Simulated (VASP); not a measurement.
# Al2Cu in VASP: further runs

Runs on Al2Cu. Level: LDA. Tasks: single point.

All numbers are computed with VASP 6.6.1; they aren't measurements. Logs are shortened: lines on timing, memory, paths and dates and some standing lists are left out, and cuts for length are marked.

## (1) The cell of the first run

Symmetry: I4/mmm, No. 139, tetragonal system. Conventional cell: a = 4.150 Å, b = 4.150 Å, c = 5.273 Å, α = 90.00°, β = 90.00°, γ = 90.00°. Al (site symmetry -4m2) has 4 Cu at 2.46 Å and 6 Al at 2.64 to 2.93 Å within 3.2 Å. Cu (site symmetry 4/mmm) has 8 Al at 2.46 Å within 3.2 Å.

## (2) Single point, LDA

File INCAR:

```
SYSTEM = Al2Cu
PREC = Accurate
ENCUT = 520
EDIFF = 1E-6
ISMEAR = 0
SIGMA = 0.15
LREAL = .FALSE.
LASPH = .TRUE.
NELM = 100
ALGO = Fast
ISIF = 2
LWAVE = .FALSE.
LCHARG = .TRUE.
LELF = .TRUE.
LVHAR = .TRUE.
NBANDS = 16
```

File KPOINTS:

```
regular mesh
0
G
  14 14 14
  0 0 0
```

File POSCAR:

```
Al2Cu
1.0
   -2.0748327586      2.0748327586      2.6366493870
    2.0748327586     -2.0748327586      2.6366493870
    2.0748327586      2.0748327586     -2.6366493870
Al Cu
2 1
Direct
    0.7500000000      0.2500000000      0.5000000000
    0.2500000000      0.7500000000      0.5000000000
    0.5000000000      0.5000000000      0.0000000000
```

Potentials or basis: VASP PAW LDA potentials, release 64 (Al, Cu).

Started as:

```console
$ cat potpaw_LDA.64/Al/POTCAR potpaw_LDA.64/Cu/POTCAR > POTCAR
$ mpirun -np 1 vasp_std > vasp.out
```

OUTCAR:

```text
SYSTEM = Al2Cu
   PREC = Accurate
   ENCUT = 520
   EDIFF = 1E-6
   ISMEAR = 0
   LREAL = .FALSE.
   LASPH = .TRUE.
   NELM = 100
   ISIF = 2

 ion  position               nearest neighbor table
   1  0.750  0.250  0.500-   3 2.46   3 2.46   3 2.46   3 2.46   2 2.64   2 2.64   2 2.93   2 2.93
                             2 2.93   2 2.93
   2  0.250  0.750  0.500-   3 2.46   3 2.46   3 2.46   3 2.46   1 2.64   1 2.64   1 2.93   1 2.93
                             1 2.93   1 2.93
   3  0.500  0.500  0.000-   1 2.46   2 2.46   1 2.46   2 2.46   2 2.46   1 2.46   2 2.46   1 2.46

  LATTYP: Found a body centered tetragonal cell.
 ALAT       =     4.1496655172
 C/A-ratio  =     1.2707768258

  Lattice vectors:

 A1 = (  -2.0748327586,   2.0748327586,   2.6366493870)
 A2 = (   2.0748327586,  -2.0748327586,   2.6366493870)
 A3 = (   2.0748327586,   2.0748327586,  -2.6366493870)

Analysis of symmetry for initial positions (statically):
=====================================================================
 Subroutine PRICEL returns:
 Original cell was already a primitive cell.

 Routine SETGRP: Setting up the symmetry group for a
 body centered tetragonal supercell.

 Subroutine GETGRP returns: Found 16 space group operations
 (whereof 16 operations were pure point group operations)
 out of a pool of 16 trial point group operations.

The static configuration has the point symmetry D_4h.

Analysis of symmetry for dynamics (positions and initial velocities):
=====================================================================
 Subroutine PRICEL returns:
 Original cell was already a primitive cell.

 Routine SETGRP: Setting up the symmetry group for a
 body centered tetragonal supercell.

 Subroutine GETGRP returns: Found 16 space group operations
 (whereof 16 operations were pure point group operations)
 out of a pool of 16 trial point group operations.

The dynamic configuration has the point symmetry D_4h.

 Subroutine INISYM returns: Found 16 space group operations
 (whereof 16 operations are pure point group operations),
 and found     1 'primitive' translations

----------------------------------------------------------------------------------------

                                     Primitive cell

  volume of cell :      45.4024

  direct lattice vectors                    reciprocal lattice vectors
    -2.074832759  2.074832759  2.636649387     0.000000000  0.240983278  0.189634618
     2.074832759 -2.074832759  2.636649387     0.240983278  0.000000000  0.189634618
     2.074832759  2.074832759 -2.636649387     0.240983278  0.240983278  0.000000000

  length of vectors
     3.944842448  3.944842448  3.944842448     0.306650010  0.306650010  0.340801820

  position of ions in fractional coordinates (direct lattice)
     0.750000000  0.250000000  0.500000000
     0.250000000  0.750000000  0.500000000
     0.500000000  0.500000000  0.000000000

  ion indices of the primitive-cell ions
   primitive index   ion index
                 1           1
                 2           2
                 3           3

----------------------------------------------------------------------------------------

 KPOINTS: regular mesh

Automatic generation of k-mesh.
 Grid dimensions read from file:
 generate k-points for:   14   14   14

 Generating k-lattice:

  Cartesian coordinates                     Fractional coordinates (reciprocal lattice)
     0.000000000  0.017213091  0.013545330     0.071428571  0.000000000  0.000000000
     0.017213091  0.000000000  0.013545330     0.000000000  0.071428571  0.000000000
     0.017213091  0.017213091  0.000000000     0.000000000  0.000000000  0.071428571

  Length of vectors
     0.021903572  0.021903572  0.024342987

  Shift w.r.t. Gamma in fractional coordinates (k-lattice)
     0.000000000  0.000000000  0.000000000

 Subroutine IBZKPT returns following result:
 ===========================================

 Found    244 irreducible k-points:

 Following reciprocal coordinates:
            Coordinates               Weight
  0.000000  0.000000  0.000000      1.000000
  0.071429  0.000000  0.000000      8.000000
  0.142857 -0.000000  0.000000      8.000000
  0.214286  0.000000  0.000000      8.000000
  0.285714  0.000000  0.000000      8.000000
  0.357143  0.000000  0.000000      8.000000
[... 16 lines left out ...]
  0.214286  0.142857 -0.000000     16.000000
  0.285714  0.142857 -0.000000     16.000000
 [... further k-points ...]
   k-points           NKPTS =    244   k-points in BZ     NKDIM =    244   number of bands    NBANDS=     16
   number of dos      NEDOS =    301   number of ions     NIONS =      3
   total plane-waves  NPLWV =  27000
   dimension x,y,z NGX =    30 NGY =   30 NGZ =   30
   dimension x,y,z NGXF=    60 NGYF=   60 NGZF=   60
   ions per type =               2   1
   NGX,Y,Z   is equivalent  to a cutoff of  12.64, 12.64, 12.64 a.u.
   NGXF,Y,Z  is equivalent  to a cutoff of  25.29, 25.29, 25.29 a.u.
 SYSTEM =  Al2Cu
   PREC   = accura    normal or accurate (medium, high low for compatibility)
   ISTART =      0    job   : 0-new  1-cont  2-samecut
   ICHARG =      2    charge: 1-file 2-atom 10-const
   ISPIN  =      1    spin polarized calculation?
   LNONCOLLINEAR =      F non collinear calculations
   LSORBIT =      F    spin-orbit coupling
   LASPH  =      T    aspherical Exc in radial PAW
   ENCUT  =  520.0 eV  38.22 Ry    6.18 a.u.   7.33  7.33  7.33*2*pi/ulx,y,z
   NELM   =    100;   NELMIN=  2; NELMDL= -5     # of ELM steps
   EDIFF  = 0.1E-05   stopping-criterion for ELM
   LREAL  =      F    real-space projection
   EDIFFG = 0.1E-04   stopping-criterion for IOM
   NSW    =      0    number of steps for IOM
   IBRION =     -1    ionic relax: 0-MD 1-quasi-New 2-CG
   NFREE  =      0    steps in history (QN), initial steepest desc. (CG)
   ISIF   =      2    stress and relaxation
   ISYM   =      2    0-nonsym 1-usesym 2-fastsym
   POTIM  = 0.5000    time-step for ionic-motion
   TEBEG  =    0.0;   TEEND  =   0.0 temperature during run
   PSTRESS=    0.0 pullay stress
   NELECT =      17.0000    total number of electrons
   NUPDOWN=      -1.0000    fix difference up-down
   EMIN   =  10.00;   EMAX   =-10.00  energy-range for DOS
   EFERMI =   0.00;   METHOD = LEGACY
   ISMEAR =     0;   SIGMA  =   0.15  broadening in eV -4-tet -1-fermi 0-gaus
   EFERMI_NEDOS =   21; number of points for ismear=-14 and -15
   IALGO  =     68    algorithm
   IMIX   =      4    mixing-type and parameters
     AMIX     =   0.40;   BMIX     =  1.00
     AMIX_MAG =   1.60;   BMIX_MAG =  1.00
  volume/ion in A,a.u.               =      15.13       102.13
  Fermi-wavevector in a.u.,A,eV,Ry     =   1.179954  2.229789 18.943264  1.392291
  Thomas-Fermi vector in A             =   2.316255
   LORBIT       =      0    0 simple, 1 ext, 2 COOP (PROOUT), +10 PAW based schemes
   GGA     = CA    functional components
   LHFCALC =     F    Hartree Fock is set to
   AEXX    =    0.0000 exact exchange contribution
   IVDW    =     0    specifies the selected vdW correction
   LEPSILON=     F    determine dielectric tensor
   LRPA    =     F    only Hartree local field effects (RPA)
 non-spin polarized calculation
 RMM-DIIS sequential band-by-band and
 Gauss-broadening in eV      SIGMA  =   0.15
  energy-cutoff  :      520.00
  volume of cell :       45.40
 maximum number of plane-waves:      1246
 NGX is ok and might be reduce to    30
   NGX = 15   NGY = 15   NGZ = 15

 number of electron      17.0000017 magnetization

 Free energy of the ion-electron system (eV)
  ---------------------------------------------------
  ext. energy  EPLUGINS =         0.00000000
  ---------------------------------------------------
  free energy    TOTEN  =       -13.57188940 eV

  energy without entropy =      -13.56041771  energy(sigma->0) =      -13.56615355

 E-fermi :   7.3185     XC(G=0): -10.8743

 val. band max:        7.3179083064   @ k =  -0.3571  -0.4286   0.3571
 cond. band min:       7.3327680910   @ k =   0.3571   0.2143   0.0000
 fundamental gap:      0.0148597846
 Fermi energy:         7.3185154012

 k-point     1 :       0.0000    0.0000    0.0000
  band No.  band energies     occupation
      1      -3.1802      2.00000
      2       2.4729      2.00000
      3       2.5831      2.00000
      4       2.5831      2.00000
      5       3.0329      2.00000
      6       3.2050      2.00000
[... 8 lines left out ...]
     15      13.3572      0.00000
     16      14.3365      0.00000

 k-point     2 :       0.0714    0.0000    0.0000
  band No.  band energies     occupation
      1      -3.1093      2.00000
      2       2.4670      2.00000
      3       2.5784      2.00000
      4       2.5926      2.00000
      5       3.0317      2.00000
      6       3.2009      2.00000
[... 8 lines left out ...]
     15      13.1246      0.00000
     16      14.8958      0.00000

 k-point     3 :       0.1429   -0.0000    0.0000
  band No.  band energies     occupation
      1      -2.8976      2.00000
      2       2.4227      2.00000
      3       2.5873      2.00000
      4       2.6164      2.00000
      5       3.0323      2.00000
      6       3.1904      2.00000
[... 8 lines left out ...]
     15      13.8277      0.00000
     16      14.7590      0.00000

 k-point     4 :       0.2143    0.0000    0.0000
  band No.  band energies     occupation
      1      -2.5478      2.00000
      2       2.3121      2.00000
      3       2.6227      2.00000
      4       2.6422      2.00000
      5       3.0457      2.00000
      6       3.1789      2.00000
[... 8 lines left out ...]
     15      14.2909      0.00000
     16      14.9267      0.00000

 k-point     5 :       0.2857    0.0000    0.0000
  band No.  band energies     occupation
      1      -2.0663      2.00000
      2       2.1106      2.00000
      3       2.6563      2.00000
      4       2.6643      2.00000
      5       3.0814      2.00000
      6       3.1719      2.00000
[... 8 lines left out ...]
     15      14.6338      0.00000
     16      16.0385      0.00000

 k-point     6 :       0.3571    0.0000    0.0000
  band No.  band energies     occupation
      1      -1.4666      2.00000
      2       1.7315      2.00000
      3       2.6562      2.00000
      4       2.6943      2.00000
      5       3.1331      2.00000
      6       3.1689      2.00000
[... 8 lines left out ...]
     15      15.8528      0.00000
     16      17.2222      0.00000
[... 267 lines left out ...]
 k-point    21 :      -0.0714    0.0714    0.0000
  band No.  band energies     occupation
      1      -3.0925      2.00000
      2       2.4862      2.00000
      3       2.5602      2.00000
      4       2.6012      2.00000
      5       3.0230      2.00000
      6       3.2032      2.00000
[... 8 lines left out ...]
     15      13.4796      0.00000
     16      14.7082      0.00000

 k-point    22 :       0.1429    0.1429    0.0000
  band No.  band energies     occupation
      1      -2.4040      2.00000
      2       2.2528      2.00000
      3       2.6423      2.00000
      4       2.6510      2.00000
      5       3.0560      2.00000
      6       3.1799      2.00000
[... 8 lines left out ...]
     15      13.9128      0.00000
     16      16.2969      0.00000

 k-point    23 :       0.2143    0.1429   -0.0000
  band No.  band energies     occupation
      1      -1.9546      2.00000
      2       2.1000      2.00000
      3       2.6395      2.00000
      4       2.6988      2.00000
      5       3.0713      2.00000
      6       3.1931      2.00000
[... 8 lines left out ...]
     15      14.2124      0.00000
     16      16.9188      0.00000

 k-point    24 :       0.2857    0.1429   -0.0000
  band No.  band energies     occupation
      1      -1.3825      2.00000
      2       1.8373      2.00000
      3       2.6228      2.00000
      4       2.7392      2.00000
      5       3.0928      2.00000
      6       3.2193      2.00000
[... 8 lines left out ...]
     15      15.1961      0.00000
     16      17.9982      0.00000

 [... further k-points ...]

------------------------ aborting loop because EDIFF is reached ----------------------------------------

  FORCE on cell =-STRESS in cart. coord.  units (eV):
  Direction    XX          YY          ZZ          XY          YZ          ZX
  --------------------------------------------------------------------------------------
  -------------------------------------------------------------------------------------
  Total       -0.8034694     -0.8034694      3.1362627      0.0000000      0.0000000      0.0000000
  in kB      -28.3531515    -28.3531515    110.6737061      0.0000000      0.0000000      0.0000000
  external PRESSURE =      17.9891344 kB  Pullay stress =       0.0000000 kB

 VOLUME and BASIS-vectors are now :
 -----------------------------------------------------------------------------
  energy-cutoff  :      520.00
  volume of cell :       45.40
      direct lattice vectors                 reciprocal lattice vectors
    -2.074832759  2.074832759  2.636649387     0.000000000  0.240983278  0.189634618
     2.074832759 -2.074832759  2.636649387     0.240983278  0.000000000  0.189634618
     2.074832759  2.074832759 -2.636649387     0.240983278  0.240983278  0.000000000

 POSITION                                       TOTAL-FORCE (eV/Angst)
 -----------------------------------------------------------------------------------
     -0.00000      2.07483      1.31832        -0.000000      0.000000      0.000000
      2.07483     -0.00000      1.31832         0.000000     -0.000000      0.000000
      0.00000      0.00000      2.63665         0.000000     -0.000000     -0.000000
 -----------------------------------------------------------------------------------
    total drift:                                0.000000     -0.000000      0.000000

  FREE ENERGIE OF THE ION-ELECTRON SYSTEM (eV)
  ---------------------------------------------------
  free  energy   TOTEN  =       -13.5718893990 eV

  energy  without entropy=      -13.5604177059  energy(sigma->0) =      -13.56615355
```

Run time: 2.4 min. Hardware: 1 thread of Intel Xeon 6975P-C (Granite Rapids), shared host; peak memory 0.27 GiB.

What came out:

```yaml
Free_energy: -13.5719 eV
Pressure: 1.8 GPa
Band_gap_on_the_k_mesh: zero (an odd number of electrons rules out a gap without spin polarisation)
```

Caveat: the cell differs from its parent crystal (strain +e along x and -e along y +0.0000, strain +e along z and -e/2 along x and y -0.0700); the stress differs along the axes, from -3 to 11 GPa.

(Continued in part 2 of 3.)

The gap in the log of VASP goes by the Fermi energy; the results here count the filled bands.